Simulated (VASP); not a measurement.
# Ge (I4_1/amd) in VASP: a series of runs

Runs on Ge. Level: PBEsol. Tasks: single point.

Everything below comes from runs of VASP 6.6.1. Logs are shortened: lines on timing, memory, paths and dates and some standing lists are left out, and cuts for length are marked.

## (1) The cell of the first run

It takes space group I4_1/amd (No. 141, tetragonal). Conventional cell: a = 5.079 Å, b = 5.079 Å, c = 2.757 Å, α = 90.00°, β = 90.00°, γ = 90.00°. Ge (site symmetry -4m2) has 10 Ge at 2.63 to 3.28 Å within 3.5 Å.

## (2) Single point, PBEsol (volume scaled by 0.96)

File INCAR:

```
SYSTEM = Ge
PREC     = Accurate       ! precision mode
ENCUT    = 520            ! plane-wave cutoff, eV
EDIFF    = 1E-7           ! SCF threshold, eV
ISMEAR   = -1             ! smearing method
SIGMA    = 0.05           ! smearing width, eV
LREAL    = .FALSE.        ! projectors in reciprocal space
LASPH    = .TRUE.         ! aspherical terms in the spheres
NELM     = 80             ! most SCF steps
ALGO     = Normal         ! electronic algorithm
ISIF     = 2              ! what is computed and relaxed
LWAVE    = .FALSE.        ! write WAVECAR
LCHARG   = .TRUE.         ! write CHGCAR
GGA      = PS             ! functional
LELF     = .TRUE.         ! ELF
LVHAR    = .TRUE.       
NBANDS   = 21             ! bands
```

File KPOINTS:

```
Automatic mesh
0
G
  11 11 11
  0 0 0
```

File POSCAR:

```
Ge
1.0
   -2.5396950521      2.5396950521      1.3785263734
    2.5396950521     -2.5396950521      1.3785263734
    2.5396950521      2.5396950521     -1.3785263734
Ge
2
Direct
    0.5000000000      0.5000000000      0.0000000000
    0.2500000000      0.7500000000      0.5000000000
```

Potentials or basis: VASP PAW PBE potentials, release 64 (Ge_d).

Run with:

```
> cat potpaw_PBE.64/Ge_d/POTCAR > POTCAR
> mpirun -np 1 vasp_std > vasp.out
```

OUTCAR:

```text
SYSTEM = Ge
   PREC = Accurate
   ENCUT = 520
   EDIFF = 1E-7
   ISMEAR = -1
   LREAL = .FALSE.
   LASPH = .TRUE.
   NELM = 80
   ISIF = 2
   GGA = PS

 ion  position               nearest neighbor table
   1  0.500  0.500  0.000-   2 2.63   2 2.63   2 2.63   2 2.63
   2  0.250  0.750  0.500-   1 2.63   1 2.63   1 2.63   1 2.63

  LATTYP: Found a body centered tetragonal cell.
 ALAT       =     5.0793901042
 C/A-ratio  =     0.5427920853

  Lattice vectors:

 A1 = (  -2.5396950521,   2.5396950521,   1.3785263734)
 A2 = (   2.5396950521,  -2.5396950521,   1.3785263734)
 A3 = (   2.5396950521,   2.5396950521,  -1.3785263734)

Analysis of symmetry for initial positions (statically):
=====================================================================
 Subroutine PRICEL returns:
 Original cell was already a primitive cell.

 Routine SETGRP: Setting up the symmetry group for a
 body centered tetragonal supercell.

 Subroutine GETGRP returns: Found 16 space group operations
 (whereof  8 operations were pure point group operations)
 out of a pool of 16 trial point group operations.

The static configuration has the point symmetry D_2d.
 The point group associated with its full space group is D_4h.

Analysis of symmetry for dynamics (positions and initial velocities):
=====================================================================
 Subroutine PRICEL returns:
 Original cell was already a primitive cell.

 Routine SETGRP: Setting up the symmetry group for a
 body centered tetragonal supercell.

 Subroutine GETGRP returns: Found 16 space group operations
 (whereof  8 operations were pure point group operations)
 out of a pool of 16 trial point group operations.

The dynamic configuration has the point symmetry D_2d.
 The point group associated with its full space group is D_4h.

 Subroutine INISYM returns: Found 16 space group operations
 (whereof  8 operations are pure point group operations),
 and found     1 'primitive' translations

----------------------------------------------------------------------------------------

                                     Primitive cell

  volume of cell :      35.5663

  direct lattice vectors                    reciprocal lattice vectors
    -2.539695052  2.539695052  1.378526373     0.000000000  0.196874030  0.362706155
     2.539695052 -2.539695052  1.378526373     0.196874030  0.000000000  0.362706155
     2.539695052  2.539695052 -1.378526373     0.196874030  0.196874030  0.000000000

  length of vectors
     3.847133592  3.847133592  3.847133592     0.412692547  0.412692547  0.278421923

  position of ions in fractional coordinates (direct lattice)
     0.500000000  0.500000000  0.000000000
     0.250000000  0.750000000  0.500000000

  ion indices of the primitive-cell ions
   primitive index   ion index
                 1           1
                 2           2

----------------------------------------------------------------------------------------

 KPOINTS: Automatic mesh

Automatic generation of k-mesh.
 Grid dimensions read from file:
 generate k-points for:   11   11   11

 Generating k-lattice:

  Cartesian coordinates                     Fractional coordinates (reciprocal lattice)
     0.000000000  0.017897639  0.032973287     0.090909091  0.000000000 -0.000000000
     0.017897639  0.000000000  0.032973287     0.000000000  0.090909091 -0.000000000
     0.017897639  0.017897639  0.000000000     0.000000000  0.000000000  0.090909091

  Length of vectors
     0.037517504  0.037517504  0.025311084

  Shift w.r.t. Gamma in fractional coordinates (k-lattice)
     0.000000000  0.000000000  0.000000000

 Subroutine IBZKPT returns following result:
 ===========================================

 Found    126 irreducible k-points:

 Following reciprocal coordinates:
            Coordinates               Weight
  0.000000  0.000000  0.000000      1.000000
  0.090909 -0.000000  0.000000      8.000000
  0.181818 -0.000000  0.000000      8.000000
  0.272727 -0.000000  0.000000      8.000000
  0.363636  0.000000  0.000000      8.000000
  0.454545 -0.000000  0.000000      8.000000
[... 16 lines left out ...]
 -0.272727  0.181818 -0.000000     16.000000
 -0.181818  0.181818  0.000000      4.000000
 [... further k-points ...]
   k-points           NKPTS =    126   k-points in BZ     NKDIM =    126   number of bands    NBANDS=     21
   number of dos      NEDOS =    301   number of ions     NIONS =      2
   total plane-waves  NPLWV =  27000
   dimension x,y,z NGX =    30 NGY =   30 NGZ =   30
   dimension x,y,z NGXF=    60 NGYF=   60 NGZF=   60
   ions per type =               2
   NGX,Y,Z   is equivalent  to a cutoff of  12.96, 12.96, 12.96 a.u.
   NGXF,Y,Z  is equivalent  to a cutoff of  25.93, 25.93, 25.93 a.u.
 SYSTEM =  Ge
   PREC   = accura    normal or accurate (medium, high low for compatibility)
   ISTART =      0    job   : 0-new  1-cont  2-samecut
   ICHARG =      2    charge: 1-file 2-atom 10-const
   ISPIN  =      1    spin polarized calculation?
   LNONCOLLINEAR =      F non collinear calculations
   LSORBIT =      F    spin-orbit coupling
   LASPH  =      T    aspherical Exc in radial PAW
   ENCUT  =  520.0 eV  38.22 Ry    6.18 a.u.   7.15  7.15  7.15*2*pi/ulx,y,z
   NELM   =     80;   NELMIN=  2; NELMDL= -5     # of ELM steps
   EDIFF  = 0.1E-06   stopping-criterion for ELM
   LREAL  =      F    real-space projection
   EDIFFG = 0.1E-05   stopping-criterion for IOM
   NSW    =      0    number of steps for IOM
   IBRION =     -1    ionic relax: 0-MD 1-quasi-New 2-CG
   NFREE  =      0    steps in history (QN), initial steepest desc. (CG)
   ISIF   =      2    stress and relaxation
   ISYM   =      2    0-nonsym 1-usesym 2-fastsym
   POTIM  = 0.5000    time-step for ionic-motion
   TEBEG  =    0.0;   TEEND  =   0.0 temperature during run
   PSTRESS=    0.0 pullay stress
   NELECT =      28.0000    total number of electrons
   NUPDOWN=      -1.0000    fix difference up-down
   EMIN   =  10.00;   EMAX   =-10.00  energy-range for DOS
   EFERMI =   0.00;   METHOD = LEGACY
   ISMEAR =    -1;   SIGMA  =   0.05  broadening in eV -4-tet -1-fermi 0-gaus
   EFERMI_NEDOS =   21; number of points for ismear=-14 and -15
   IALGO  =     38    algorithm
   IMIX   =      4    mixing-type and parameters
     AMIX     =   0.40;   BMIX     =  1.00
     AMIX_MAG =   1.60;   BMIX_MAG =  1.00
  volume/ion in A,a.u.               =      17.78       120.01
  Fermi-wavevector in a.u.,A,eV,Ry     =   1.511639  2.856584 31.090028  2.285053
  Thomas-Fermi vector in A             =   2.621670
   LORBIT       =      0    0 simple, 1 ext, 2 COOP (PROOUT), +10 PAW based schemes
   GGA     = PS    functional components
   LHFCALC =     F    Hartree Fock is set to
   AEXX    =    0.0000 exact exchange contribution
   IVDW    =     0    specifies the selected vdW correction
   LEPSILON=     F    determine dielectric tensor
   LRPA    =     F    only Hartree local field effects (RPA)
 non-spin polarized calculation
  energy-cutoff  :      520.00
  volume of cell :       35.57
 maximum number of plane-waves:       970
 NGX is ok and might be reduce to    30
   NGX = 15   NGY = 15   NGZ = 15

 number of electron      27.9999994 magnetization

 Free energy of the ion-electron system (eV)
  ---------------------------------------------------
  ext. energy  EPLUGINS =         0.00000000
  ---------------------------------------------------
  free energy    TOTEN  =        -9.53102142 eV

  energy without entropy =       -9.52313025  energy(sigma->0) =       -9.52707584

 E-fermi :   7.1615     XC(G=0): -11.6778

 val. band max:        7.1187657818   @ k =   0.4545   0.2727   0.0909
 cond. band min:       7.1626299719   @ k =  -0.1818  -0.1818   0.0909
 fundamental gap:      0.0438641901
 Fermi energy:         7.1614971861

 k-point     1 :       0.0000    0.0000    0.0000
  band No.  band energies     occupation
      1     -17.5946      2.00000
      2     -17.5440      2.00000
      3     -17.5119      2.00000
      4     -17.5092      2.00000
      5     -17.3881      2.00000
      6     -17.3881      2.00000
[... 13 lines left out ...]
     20      18.9002      0.00000
     21      19.8865      0.00000

 k-point     2 :       0.0909   -0.0000    0.0000
  band No.  band energies     occupation
      1     -17.5910      2.00000
      2     -17.5316      2.00000
      3     -17.5069      2.00000
      4     -17.4941      2.00000
      5     -17.3981      2.00000
      6     -17.3965      2.00000
[... 13 lines left out ...]
     20      18.7575      0.00000
     21      19.3523      0.00000

 k-point     3 :       0.1818   -0.0000    0.0000
  band No.  band energies     occupation
      1     -17.5800      2.00000
      2     -17.5013      2.00000
      3     -17.4938      2.00000
      4     -17.4612      2.00000
      5     -17.4184      2.00000
      6     -17.4032      2.00000
[... 13 lines left out ...]
     20      17.0806      0.00000
     21      17.9632      0.00000

 k-point     4 :       0.2727   -0.0000    0.0000
  band No.  band energies     occupation
      1     -17.5651      2.00000
      2     -17.4790      2.00000
      3     -17.4758      2.00000
      4     -17.4497      2.00000
      5     -17.4381      2.00000
      6     -17.4035      2.00000
[... 13 lines left out ...]
     20      15.7850      0.00000
     21      18.3205      0.00000

 k-point     5 :       0.3636    0.0000    0.0000
  band No.  band energies     occupation
      1     -17.5528      2.00000
      2     -17.4800      2.00000
      3     -17.4727      2.00000
      4     -17.4631      2.00000
      5     -17.4381      2.00000
      6     -17.4170      2.00000
[... 13 lines left out ...]
     20      16.0552      0.00000
     21      19.4669      0.00000

 k-point     6 :       0.4545   -0.0000    0.0000
  band No.  band energies     occupation
      1     -17.5444      2.00000
      2     -17.4928      2.00000
      3     -17.4889      2.00000
      4     -17.4577      2.00000
      5     -17.4274      2.00000
      6     -17.4252      2.00000
[... 13 lines left out ...]
     20      18.7322      0.00000
     21      19.6259      0.00000

 k-point     7 :       0.0909    0.0909    0.0000
  band No.  band energies     occupation
      1     -17.5840      2.00000
      2     -17.4994      2.00000
      3     -17.4975      2.00000
      4     -17.4554      2.00000
      5     -17.4167      2.00000
      6     -17.4128      2.00000
[... 13 lines left out ...]
     20      17.0328      0.00000
     21      17.5087      0.00000
[... 291 lines left out ...]
      1     -17.5390      2.00000
      2     -17.4943      2.00000
      3     -17.4812      2.00000
      4     -17.4442      2.00000
      5     -17.4341      2.00000
      6     -17.4061      2.00000
[... 13 lines left out ...]
     20      17.9283      0.00000
     21      18.9867      0.00000

 k-point    21 :      -0.4545    0.1818   -0.0000
  band No.  band energies     occupation
      1     -17.5397      2.00000
      2     -17.4873      2.00000
      3     -17.4808      2.00000
      4     -17.4522      2.00000
      5     -17.4294      2.00000
      6     -17.4073      2.00000
[... 13 lines left out ...]
     20      17.7531      0.00000
     21      18.3533      0.00000

 k-point    22 :      -0.3636    0.1818    0.0000
  band No.  band energies     occupation
      1     -17.5501      2.00000
      2     -17.5095      2.00000
      3     -17.4881      2.00000
      4     -17.4645      2.00000
      5     -17.4216      2.00000
      6     -17.3974      2.00000
[... 13 lines left out ...]
     20      17.9690      0.00000
     21      19.2404      0.00000

 k-point    23 :      -0.2727    0.1818   -0.0000
  band No.  band energies     occupation
      1     -17.5638      2.00000
      2     -17.5366      2.00000
      3     -17.5108      2.00000
      4     -17.4816      2.00000
      5     -17.4064      2.00000
      6     -17.3835      2.00000
[... 13 lines left out ...]
     20      19.7362      0.00000
     21      20.4022      0.00000

 k-point    24 :      -0.1818    0.1818    0.0000
  band No.  band energies     occupation
      1     -17.5751      2.00000
      2     -17.5473      2.00000
      3     -17.5197      2.00000
      4     -17.4939      2.00000
      5     -17.3972      2.00000
      6     -17.3791      2.00000
[... 13 lines left out ...]
     20      19.5734      0.00000
     21      20.0352      0.00000

 [... further k-points ...]
[... 5 lines left out ...]
  --------------------------------------------------------------------------------------
  -------------------------------------------------------------------------------------
  Total        0.6327362      0.6327362      0.6018633      0.0000000      0.0000000      0.0000000
  in kB       28.5032950     28.5032950     27.1125398      0.0000000      0.0000000      0.0000000
  external PRESSURE =      28.0397100 kB  Pullay stress =       0.0000000 kB

 VOLUME and BASIS-vectors are now :
 -----------------------------------------------------------------------------
  energy-cutoff  :      520.00
  volume of cell :       35.57
      direct lattice vectors                 reciprocal lattice vectors
    -2.539695052  2.539695052  1.378526373     0.000000000  0.196874030  0.362706155
     2.539695052 -2.539695052  1.378526373     0.196874030  0.000000000  0.362706155
     2.539695052  2.539695052 -1.378526373     0.196874030  0.196874030  0.000000000

 POSITION                                       TOTAL-FORCE (eV/Angst)
 -----------------------------------------------------------------------------------
      0.00000      0.00000      1.37853        -0.000000      0.000000     -0.000000
      2.53970      0.00000      0.68926         0.000000     -0.000000      0.000000
 -----------------------------------------------------------------------------------
    total drift:                                0.000000     -0.000000      0.000000

  FREE ENERGIE OF THE ION-ELECTRON SYSTEM (eV)
  ---------------------------------------------------
  free  energy   TOTEN  =        -9.5310214223 eV

  energy  without entropy=       -9.5231302487  energy(sigma->0) =       -9.52707584
```

Run time: 2.2 min. Hardware: 1 thread of AMD EPYC 7R43 (Zen 3), shared host; peak memory 0.18 GiB.

What came out:

```yaml
Free_energy: -9.5310 eV
Pressure: 2.8 GPa
Band_gap_on_the_k_mesh: zero (band 14 reaches 8.97 eV, above the bottom of band 15 at 3.98 eV)
```

Caveat: the PAW data sets were made with another functional, which shifts forces and pressure a little.

## (3) Single point, PBEsol (volume scaled by 0.98)

File INCAR:

```
SYSTEM = Ge
PREC = Accurate
ENCUT = 520
EDIFF = 1E-7
ISMEAR = -1
SIGMA = 0.05
LREAL = .FALSE.
LASPH = .TRUE.
NELM = 80
ALGO = Normal
ISIF = 2
LWAVE = .FALSE.
LCHARG = .TRUE.
GGA = PS
LELF = .TRUE.
LVHAR = .TRUE.
NBANDS = 21
```

File KPOINTS:

```
regular mesh
0
G
  11 11 11
  0 0 0
```

File POSCAR:

```
Ge
1.0
   -2.5572107439      2.5572107439      1.3880337523
    2.5572107439     -2.5572107439      1.3880337523
    2.5572107439      2.5572107439     -1.3880337523
Ge
2
Direct
    0.5000000000      0.5000000000      0.0000000000
    0.2500000000      0.7500000000      0.5000000000
```

Potentials or basis: VASP PAW PBE potentials, release 64 (Ge_d).

Run with:

```
> cat potpaw_PBE.64/Ge_d/POTCAR > POTCAR
> mpirun -np 1 vasp_std > vasp.out
```

Run time: 2.2 min. Hardware: 1 thread of AMD EPYC 7R43 (Zen 3), shared host; peak memory 0.18 GiB.

Results (log left out):

| Property | Result |
| --- | --- |
| Free energy | -9.5401 eV |
| Pressure | 1.0 GPa |
| Band gap on the k mesh | zero (band 14 reaches 8.68 eV, above the bottom of band 15 at 3.82 eV) |

Stress tensor (GPa, compression positive):
```
1.07 0.00 0.00
0.00 1.07 0.00
0.00 0.00 0.90
```

Levels at points of the mesh, in eV from the Fermi level:
```tsv
k point	band 10	band 11	band 12	band 13	band 14	band 15	band 16	band 17	band 18	band 19
(0.00, 0.00, 0.00)	-24.39	-13.52	-4.03	-2.43	-2.43	3.17	7.70	7.70	8.28	8.50
```

Caveat: the PAW data sets were made with another functional, which shifts forces and pressure a little.

## (4) Single point, PBEsol (volume scaled by 1.02)

File INCAR:

```
PREC = Accurate
ENCUT = 520
EDIFF = 1E-7
ISMEAR = -1
SIGMA = 0.05
LREAL = F
LASPH = T
NELM = 80
ALGO = Normal
ISIF = 2
LWAVE = F
LCHARG = F
GGA = PS
NBANDS = 21
```

File KPOINTS:

```
regular mesh
0
Gamma
  11 11 11
```

File POSCAR:

```
Ge
1.0
   -2.5915398167      2.5915398167      1.4066673013
    2.5915398167     -2.5915398167      1.4066673013
    2.5915398167      2.5915398167     -1.4066673013
Ge
2
Direct
    0.5000000000      0.5000000000      0.0000000000
    0.2500000000      0.7500000000      0.5000000000
```

Run with:

```
> cat potpaw_PBE.64/Ge_d/POTCAR > POTCAR
> mpirun -np 1 vasp_std > vasp.out
```

It took 2.7 min on 1 thread of AMD EPYC 7R43 (Zen 3), shared host; peak memory 0.18 GiB.

It converged, with:

| Property | Result |
| --- | --- |
| Free energy | -9.5354 eV |
| Pressure | -2.0 GPa |
| Band gap on the k mesh | zero (band 14 reaches 8.11 eV, above the bottom of band 15 at 3.53 eV) |

Stress tensor (GPa, compression positive):
```
-1.94  0.00  0.00
 0.00 -1.94  0.00
 0.00  0.00 -2.25
```

Levels at points of the mesh, in eV from the Fermi level:
```csv
k point,band 12,band 13,band 14,band 15,band 16,band 17
"(0.00, 0.00, 0.00)",-4.14,-2.29,-2.29,3.28,7.45,7.45
```

Caveat: the PAW data sets were made with another functional, which shifts forces and pressure a little.

## (5) Single point, PBEsol (volume scaled by 1.04)

File INCAR:

```
SYSTEM = Ge
PREC = Accurate
ENCUT = 520
EDIFF = 1E-7
ISMEAR = -1
SIGMA = 0.05
LREAL = .FALSE.
LASPH = .TRUE.
NELM = 100
ALGO = Normal
ISIF = 2
LWAVE = .FALSE.
LCHARG = .FALSE.
GGA = PS
NBANDS = 21
```

File KPOINTS:

```
Automatic mesh
0
G
  11 11 11
  0 0 0
```

File POSCAR:

```
Ge
1.0
   -2.6083684688      2.6083684688      1.4158017605
    2.6083684688     -2.6083684688      1.4158017605
    2.6083684688      2.6083684688     -1.4158017605
Ge
2
Direct
    0.5000000000      0.5000000000      0.0000000000
    0.2500000000      0.7500000000      0.5000000000
```

Run with:

```
> cat potpaw_PBE.64/Ge_d/POTCAR > POTCAR
> mpirun -np 1 vasp_std > vasp.out
```

Wall time 2.2 min (1 thread of AMD EPYC 7R43 (Zen 3), shared host); peak memory 0.18 GiB.

It converged, with:

| Item | Value |
| --- | --- |
| Free energy | -9.5232 eV |
| Pressure | -3.3 GPa |
| Band gap on the k mesh | zero (band 14 reaches 7.85 eV, above the bottom of band 15 at 3.39 eV) |

Stress tensor (GPa, compression positive):
```
-3.22  0.00  0.00
 0.00 -3.22  0.00
 0.00  0.00 -3.59
```

Levels at points of the mesh, in eV from the Fermi level:
| k point | band 12 | band 13 | band 14 | band 15 | band 16 | band 17 |
| --- | --- | --- | --- | --- | --- | --- |
| (0.00, 0.00, 0.00) | -4.20 | -2.23 | -2.23 | 3.33 | 7.33 | 7.33 |

Caveat: the PAW data sets were made with another functional, which shifts forces and pressure a little.

## (6) Overview

```tsv
cell	gap on the mesh (eV)	pressure (GPa)
a = 3.847 Å, angles 97.4, 97.4, 138.0°, 2 atoms	none	2.8
a = 3.874 Å, angles 97.4, 97.4, 138.0°, 2 atoms	none	1.0
a = 3.926 Å, angles 97.4, 97.4, 138.0°, 2 atoms	none	-2.0
a = 3.951 Å, angles 97.4, 97.4, 138.0°, 2 atoms	none	-3.3
```

Alike in all rows: task single point; level PBEsol; potentials or basis VASP PAW PBE potentials, release 64 (Ge_d); no spin polarisation; k mesh 11 × 11 × 11; cutoff (eV) 520; smearing fermi-dirac 0.05 eV.

Caveats: the PAW data sets were made with another functional, which shifts forces and pressure a little.

Total energies depend on the potentials used, so only differences within one code and one set of settings carry meaning.
